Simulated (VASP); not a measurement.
# MgO in VASP: a series of runs

MgO is run at these levels: PBEsol; tasks: single point.

Program: VASP 6.6.1. These are calculated values, not measurements. Logs are shortened: lines on timing, memory, paths and dates and some standing lists are left out, and cuts for length are marked.

### Step 1. The cell of the first run

Symmetry: I4/mmm, No. 139, tetragonal system. Conventional cell: a = 2.980 Å, b = 2.980 Å, c = 4.425 Å, α = 90.00°, β = 90.00°, γ = 90.00°. Mg (site symmetry 4/mmm) has 6 O at 2.11 to 2.21 Å within 2.8 Å. Within 2.8 Å of O (site symmetry 4/mmm) lie 6 Mg at 2.11 to 2.21 Å.

### Step 2. Single point, PBEsol (strain +0.000 along x and y, +0.050 along z)

The input, INCAR:

```
PREC = Accurate
ENCUT = 520
EDIFF = 1E-7
ISMEAR = 0
SIGMA = 0.05
LREAL = F
LASPH = T
NELM = 60
ALGO = Normal
ISIF = 2
LWAVE = F
LCHARG = T
GGA = PS
LELF = T
LVHAR = T
NBANDS = 11
```

The input, KPOINTS:

```
Automatic mesh
0
Gamma
  10 10 10
```

The input, POSCAR:

```
MgO
1.0
    0.0000000000      2.1071057205      2.2124610065
    2.1071057205      0.0000000000      2.2124610065
    2.1071057205      2.1071057205      0.0000000000
Mg O
1 1
Direct
    0.0000000000      0.0000000000      0.0000000000
    0.5000000000      0.5000000000      0.5000000000
```

Potentials or basis: VASP PAW PBE potentials, release 64 (Mg, O).

Run with:

```sh
cat potpaw_PBE.64/Mg/POTCAR potpaw_PBE.64/O/POTCAR > POTCAR
mpirun -np 1 vasp_std > vasp.out
```

OUTCAR:

```text
PREC = Accurate
   ENCUT = 520
   EDIFF = 1E-7
   ISMEAR = 0
   LREAL = F
   LASPH = T
   NELM = 60
   ISIF = 2
   GGA = PS

 ion  position               nearest neighbor table
   1  0.000  0.000  0.000-   2 2.11   2 2.11   2 2.11   2 2.11   2 2.21   2 2.21
   2  0.500  0.500  0.500-   1 2.11   1 2.11   1 2.11   1 2.11   1 2.21   1 2.21

  LATTYP: Found a body centered tetragonal cell.
 ALAT       =     2.9798974873
 C/A-ratio  =     1.4849242405

  Lattice vectors:

 A1 = (  -2.1071057205,   0.0000000000,   2.2124610065)
 A2 = (   2.1071057205,   0.0000000000,   2.2124610065)
 A3 = (   0.0000000000,   2.1071057205,  -2.2124610065)

Analysis of symmetry for initial positions (statically):
=====================================================================
 Subroutine PRICEL returns:
 Original cell was already a primitive cell.

 Routine SETGRP: Setting up the symmetry group for a
 body centered tetragonal supercell.

 Subroutine GETGRP returns: Found 16 space group operations
 (whereof 16 operations were pure point group operations)
 out of a pool of 16 trial point group operations.

The static configuration has the point symmetry D_4h.

Analysis of symmetry for dynamics (positions and initial velocities):
=====================================================================
 Subroutine PRICEL returns:
 Original cell was already a primitive cell.

 Routine SETGRP: Setting up the symmetry group for a
 body centered tetragonal supercell.

 Subroutine GETGRP returns: Found 16 space group operations
 (whereof 16 operations were pure point group operations)
 out of a pool of 16 trial point group operations.

The dynamic configuration has the point symmetry D_4h.

 Subroutine INISYM returns: Found 16 space group operations
 (whereof 16 operations are pure point group operations),
 and found     1 'primitive' translations

----------------------------------------------------------------------------------------

                                     Primitive cell

  volume of cell :      19.6462

  direct lattice vectors                    reciprocal lattice vectors
     0.000000000  2.107105720  2.212461006    -0.237292318  0.237292318  0.225992684
     2.107105720  0.000000000  2.212461006     0.237292318 -0.237292318  0.225992684
     2.107105720  2.107105720  0.000000000     0.237292318  0.237292318 -0.225992684

  length of vectors
     3.055303295  3.055303295  2.979897487     0.404583713  0.404583713  0.404583713

  position of ions in fractional coordinates (direct lattice)
     0.000000000  0.000000000  0.000000000
     0.500000000  0.500000000  0.500000000

  ion indices of the primitive-cell ions
   primitive index   ion index
                 1           1
                 2           2

----------------------------------------------------------------------------------------

 KPOINTS: Automatic mesh

Automatic generation of k-mesh.
 Grid dimensions read from file:
 generate k-points for:   10   10   10

 Generating k-lattice:

  Cartesian coordinates                     Fractional coordinates (reciprocal lattice)
    -0.023729232  0.023729232  0.022599268     0.100000000 -0.000000000  0.000000000
     0.023729232 -0.023729232  0.022599268    -0.000000000  0.100000000  0.000000000
     0.023729232  0.023729232 -0.022599268     0.000000000  0.000000000  0.100000000

  Length of vectors
     0.040458371  0.040458371  0.040458371

  Shift w.r.t. Gamma in fractional coordinates (k-lattice)
     0.000000000  0.000000000  0.000000000

 Subroutine IBZKPT returns following result:
 ===========================================

 Found    102 irreducible k-points:

 Following reciprocal coordinates:
            Coordinates               Weight
  0.000000  0.000000  0.000000      1.000000
  0.100000  0.000000  0.000000      8.000000
  0.200000  0.000000  0.000000      8.000000
  0.300000  0.000000  0.000000      8.000000
  0.400000  0.000000  0.000000      8.000000
  0.500000  0.000000  0.000000      4.000000
[... 16 lines left out ...]
  0.300000  0.300000  0.000000      2.000000
  0.400000  0.300000  0.000000      8.000000
 [... further k-points ...]
   k-points           NKPTS =    102   k-points in BZ     NKDIM =    102   number of bands    NBANDS=     11
   number of dos      NEDOS =    301   number of ions     NIONS =      2
   total plane-waves  NPLWV =  13824
   dimension x,y,z NGX =    24 NGY =   24 NGZ =   24
   dimension x,y,z NGXF=    48 NGYF=   48 NGZF=   48
   ions per type =               1   1
   NGX,Y,Z   is equivalent  to a cutoff of  13.06, 13.06, 13.39 a.u.
   NGXF,Y,Z  is equivalent  to a cutoff of  26.12, 26.12, 26.78 a.u.
 SYSTEM =  unknown system
   PREC   = accura    normal or accurate (medium, high low for compatibility)
   ISTART =      0    job   : 0-new  1-cont  2-samecut
   ICHARG =      2    charge: 1-file 2-atom 10-const
   ISPIN  =      1    spin polarized calculation?
   LNONCOLLINEAR =      F non collinear calculations
   LSORBIT =      F    spin-orbit coupling
   LASPH  =      T    aspherical Exc in radial PAW
   ENCUT  =  520.0 eV  38.22 Ry    6.18 a.u.   5.68  5.68  5.54*2*pi/ulx,y,z
   NELM   =     60;   NELMIN=  2; NELMDL= -5     # of ELM steps
   EDIFF  = 0.1E-06   stopping-criterion for ELM
   LREAL  =      F    real-space projection
   EDIFFG = 0.1E-05   stopping-criterion for IOM
   NSW    =      0    number of steps for IOM
   IBRION =     -1    ionic relax: 0-MD 1-quasi-New 2-CG
   NFREE  =      0    steps in history (QN), initial steepest desc. (CG)
   ISIF   =      2    stress and relaxation
   ISYM   =      2    0-nonsym 1-usesym 2-fastsym
   POTIM  = 0.5000    time-step for ionic-motion
   TEBEG  =    0.0;   TEEND  =   0.0 temperature during run
   PSTRESS=    0.0 pullay stress
   NELECT =       8.0000    total number of electrons
   NUPDOWN=      -1.0000    fix difference up-down
   EMIN   =  10.00;   EMAX   =-10.00  energy-range for DOS
[... 5 lines left out ...]
     AMIX     =   0.40;   BMIX     =  1.00
     AMIX_MAG =   1.60;   BMIX_MAG =  1.00
  volume/ion in A,a.u.               =       9.82        66.29
  Fermi-wavevector in a.u.,A,eV,Ry     =   1.213423  2.293036 20.033141  1.472394
  Thomas-Fermi vector in A             =   2.348875
   LORBIT       =      0    0 simple, 1 ext, 2 COOP (PROOUT), +10 PAW based schemes
   GGA     = PS    functional components
   LHFCALC =     F    Hartree Fock is set to
   AEXX    =    0.0000 exact exchange contribution
   IVDW    =     0    specifies the selected vdW correction
   LEPSILON=     F    determine dielectric tensor
   LRPA    =     F    only Hartree local field effects (RPA)
 non-spin polarized calculation
 Gauss-broadening in eV      SIGMA  =   0.05
  energy-cutoff  :      520.00
  volume of cell :       19.65
 maximum number of plane-waves:       548
   NGX = 11   NGY = 11   NGZ = 11

 number of electron       8.0000000 magnetization

 Free energy of the ion-electron system (eV)
  ---------------------------------------------------
  ext. energy  EPLUGINS =         0.00000000
  ---------------------------------------------------
  free energy    TOTEN  =       -12.47558360 eV

  energy without entropy =      -12.47558360  energy(sigma->0) =      -12.47558360

 E-fermi :   3.0837     XC(G=0): -11.0657

 val. band max:        2.7595319974   @ k =   0.0000   0.0000   0.0000
 cond. band min:       6.8484979292   @ k =   0.0000   0.0000   0.0000
 fundamental gap:      4.0889659318
 Fermi energy:         3.0836770295

 k-point     1 :       0.0000    0.0000    0.0000
  band No.  band energies     occupation
      1     -14.2603      2.00000
      2       2.6600      2.00000
      3       2.6600      2.00000
      4       2.7595      2.00000
      5       6.8485      0.00000
      6      17.7396      0.00000
      7      18.2458      0.00000
      8      18.2458      0.00000
      9      21.7949      0.00000
     10      22.8603      0.00000
     11      24.3713      0.00000

 k-point     2 :       0.1000    0.0000    0.0000
  band No.  band energies     occupation
      1     -14.1617      2.00000
      2       2.0343      2.00000
      3       2.6060      2.00000
      4       2.6584      2.00000
      5       7.4888      0.00000
      6      16.8120      0.00000
      7      18.1142      0.00000
      8      18.4812      0.00000
      9      22.1301      0.00000
     10      23.3829      0.00000
     11      23.4656      0.00000

 k-point     3 :       0.2000    0.0000    0.0000
  band No.  band energies     occupation
      1     -13.8907      2.00000
      2       0.7500      2.00000
      3       2.4687      2.00000
      4       2.4730      2.00000
      5       8.6855      0.00000
      6      15.2909      0.00000
      7      18.4282      0.00000
      8      18.9946      0.00000
      9      21.6135      0.00000
     10      22.5877      0.00000
     11      24.0753      0.00000

 k-point     4 :       0.3000    0.0000    0.0000
  band No.  band energies     occupation
      1     -13.5264      2.00000
      2      -0.5133      2.00000
      3       2.2582      2.00000
      4       2.3061      2.00000
      5       9.6448      0.00000
      6      14.5226      0.00000
      7      18.3283      0.00000
      8      19.2033      0.00000
      9      22.2400      0.00000
     10      22.8074      0.00000
     11      23.5266      0.00000
[... 239 lines left out ...]
 k-point    22 :      -0.2000    0.2000    0.0000
  band No.  band energies     occupation
      1     -13.3945      2.00000
      2      -0.4514      2.00000
      3       1.4624      2.00000
      4       2.3063      2.00000
      5      10.5608      0.00000
      6      13.9162      0.00000
      7      17.2101      0.00000
      8      20.2585      0.00000
      9      20.9222      0.00000
     10      23.3473      0.00000
     11      25.8485      0.00000

 k-point    23 :       0.3000    0.3000    0.0000
  band No.  band energies     occupation
      1     -13.4038      2.00000
      2      -0.3754      2.00000
      3       1.8797      2.00000
      4       1.8797      2.00000
      5      10.9287      0.00000
      6      13.0728      0.00000
      7      15.9900      0.00000
      8      20.2321      0.00000
      9      20.2321      0.00000
     10      26.6921      0.00000
     11      28.3940      0.00000

 k-point    24 :       0.4000    0.3000    0.0000
  band No.  band energies     occupation
      1     -13.1793      2.00000
      2      -0.7887      2.00000
      3       1.5085      2.00000
      4       1.7557      2.00000
      5      11.6932      0.00000
      6      12.8141      0.00000
      7      15.2576      0.00000
      8      20.4742      0.00000
      9      20.5849      0.00000
     10      27.2459      0.00000
     11      28.1866      0.00000

 [... further k-points ...]

------------------------ aborting loop because EDIFF is reached ----------------------------------------

  FORCE on cell =-STRESS in cart. coord.  units (eV):
  Direction    XX          YY          ZZ          XY          YZ          ZX
  --------------------------------------------------------------------------------------
  -------------------------------------------------------------------------------------
  Total       -0.5653360     -0.5653360     -1.3890852      0.0000000     -0.0000000      0.0000000
  in kB      -46.1040399    -46.1040399   -113.2820772      0.0000000     -0.0000000      0.0000000
  external PRESSURE =     -68.4967190 kB  Pullay stress =       0.0000000 kB

 VOLUME and BASIS-vectors are now :
 -----------------------------------------------------------------------------
  energy-cutoff  :      520.00
  volume of cell :       19.65
      direct lattice vectors                 reciprocal lattice vectors
     0.000000000  2.107105720  2.212461006    -0.237292318  0.237292318  0.225992684
     2.107105720  0.000000000  2.212461006     0.237292318 -0.237292318  0.225992684
     2.107105720  2.107105720  0.000000000     0.237292318  0.237292318 -0.225992684

 POSITION                                       TOTAL-FORCE (eV/Angst)
 -----------------------------------------------------------------------------------
      0.00000      0.00000      0.00000        -0.000000      0.000000      0.000000
      2.10711      2.10711      2.21246         0.000000     -0.000000     -0.000000
 -----------------------------------------------------------------------------------
    total drift:                               -0.000000     -0.000000      0.000000

  FREE ENERGIE OF THE ION-ELECTRON SYSTEM (eV)
  ---------------------------------------------------
  free  energy   TOTEN  =       -12.4755836041 eV

  energy  without entropy=      -12.4755836041  energy(sigma->0) =      -12.47558360
```

Run time: 32 s. Hardware: 1 thread of Intel Xeon 6975P-C, shared host; peak memory 0.15 GiB.

What came out:

* Free energy: -12.4756 eV
* Pressure: -6.8 GPa
* Band gap on the k mesh: 4.09 eV, direct

Stress tensor (GPa, compression positive):
```
 -4.61   0.00   0.00
  0.00  -4.61   0.00
  0.00   0.00 -11.33
```

Levels at points of the mesh, in eV from the valence-band top:
| k point | band 1 | band 2 | band 3 | band 4 | band 5 | band 6 | band 7 | band 8 |
| --- | --- | --- | --- | --- | --- | --- | --- | --- |
| (0.00, 0.00, 0.00) | -17.02 | -0.10 | -0.10 | 0.00 | 4.09 | 14.98 | 15.49 | 15.49 |
| (0.50, 0.00, 0.00) | -15.83 | -4.52 | -0.73 | -0.63 | 7.36 | 11.86 | 15.15 | 16.16 |
| (0.50, 0.50, 0.00) | -15.67 | -4.10 | -1.23 | -1.23 | 9.13 | 9.35 | 11.97 | 18.43 |
| (0.50, 0.00, 0.50) | -15.54 | -3.95 | -1.58 | -1.27 | 8.66 | 9.28 | 12.60 | 17.40 |

Caveat: the cell differs from its parent crystal (strain +0.000 along x and y, +0.050 along z); the PAW data sets were made with another functional, which shifts forces and pressure a little.

### Step 3. Single point, PBEsol (strain +0.025 along x and y, +0.000 along z)

The input, INCAR:

```
SYSTEM = MgO
PREC = Accurate
ENCUT = 520
EDIFF = 1E-6
ISMEAR = 0
SIGMA = 0.05
LREAL = .FALSE.
LASPH = .TRUE.
NELM = 60
ALGO = Normal
ISIF = 2
LWAVE = .FALSE.
LCHARG = .TRUE.
GGA = PS
LELF = .TRUE.
LVHAR = .TRUE.
NBANDS = 11
```

The input, KPOINTS:

```
Automatic mesh
0
G
  10 10 10
  0 0 0
```

The input, POSCAR:

```
MgO
1.0
    0.0000000000      2.1597833635      2.1071057205
    2.1597833635      0.0000000000      2.1071057205
    2.1597833635      2.1597833635      0.0000000000
Mg O
1 1
Direct
    0.0000000000      0.0000000000      0.0000000000
    0.5000000000      0.5000000000      0.5000000000
```

Potentials or basis: VASP PAW PBE potentials, release 64 (Mg, O).

Run with:

```sh
cat potpaw_PBE.64/Mg/POTCAR potpaw_PBE.64/O/POTCAR > POTCAR
mpirun -np 1 vasp_std > vasp.out
```

Wall time 28 s (1 thread of Intel Xeon 6975P-C, shared host); peak memory 0.16 GiB.

It converged, with:

```
Free energy            : -12.4849 eV
Pressure               : -7.4 GPa
Band gap on the k mesh : 4.14 eV, direct
```

Stress tensor (GPa, compression positive):
```
-8.73  0.00  0.00
 0.00 -8.73  0.00
 0.00  0.00 -4.83
```

Levels at points of the mesh, in eV from the valence-band top:
| k point | band 1 | band 2 | band 3 | band 4 | band 5 | band 6 | band 7 | band 8 | band 9 |
| --- | --- | --- | --- | --- | --- | --- | --- | --- | --- |
| (0.00, 0.00, 0.00) | -16.97 | -0.06 | 0.00 | 0.00 | 4.14 | 15.25 | 15.25 | 15.50 | 19.05 |
| (0.50, 0.00, 0.00) | -15.78 | -4.48 | -0.65 | -0.61 | 7.41 | 11.91 | 15.38 | 15.93 | 19.99 |
| (0.50, 0.50, 0.00) | -15.49 | -3.90 | -1.38 | -1.38 | 8.68 | 9.32 | 12.64 | 17.88 | 17.88 |
| (0.50, 0.00, 0.50) | -15.56 | -3.98 | -1.36 | -1.21 | 8.93 | 9.33 | 12.32 | 17.94 | 18.40 |

Caveat: the cell differs from its parent crystal (strain +0.025 along x and y, +0.000 along z); the PAW data sets were made with another functional, which shifts forces and pressure a little.

[end of part 1 of 2]
